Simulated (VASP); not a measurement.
The system is Pt.

```
Pt
1.0
     0.00000    1.96155    1.96155
     1.96155    0.00000    1.96155
     1.96155    1.96155    0.00000
Pt
1
Direct
  0.00000 0.00000 0.00000
```

- Program: VASP 6.6.1
- Task: relaxation of cell and atoms
- Functional: BLYP
- Potentials or basis: VASP PAW PBE potentials, release 64 (Pt)
- Cutoff: 600 eV
- k mesh: 14 × 14 × 14
- Occupations: fermi-dirac, width 0.1 eV
- Spin: no spin polarisation

At the start: pressure 27.0 GPa; volume 15.09 Å³/atom.

Question: How do energy, volume and symmetry change on relaxing?

Answer: Over 5 steps the energy falls by 123.0 meV/atom and the volume is 16.73 Å³/atom (+10.8 %); space group Fm-3m (No. 225, to 0.05 Å).

Step by step:
| step | energy change (eV) | largest force (eV/Å) | pressure (GPa) | volume (Å³) |
| --- | --- | --- | --- | --- |
| 1 | 0.0000 | 0.0000 | 26.97 | 15.09 |
| 2 | 0.3331 | 0.0000 | -23.82 | 21.36 |
| 3 | -0.1221 | 0.0000 | -1.85 | 16.89 |
| 4 | -0.1230 | 0.0000 | -0.38 | 16.76 |
| 5 | -0.1230 | 0.0000 | 0.04 | 16.73 |

Final structure:
```
Pt
1.0
     0.00000    2.02982    2.02982
     2.02982    0.00000    2.02982
     2.02982    2.02982    0.00000
Pt
1
Direct
  0.00000 0.00000 0.00000
```

Caveat: the PAW data sets were made with another functional, which shifts forces and pressure a little; the volume moved by +11 % from the deposited cell, more than functionals usually miss.
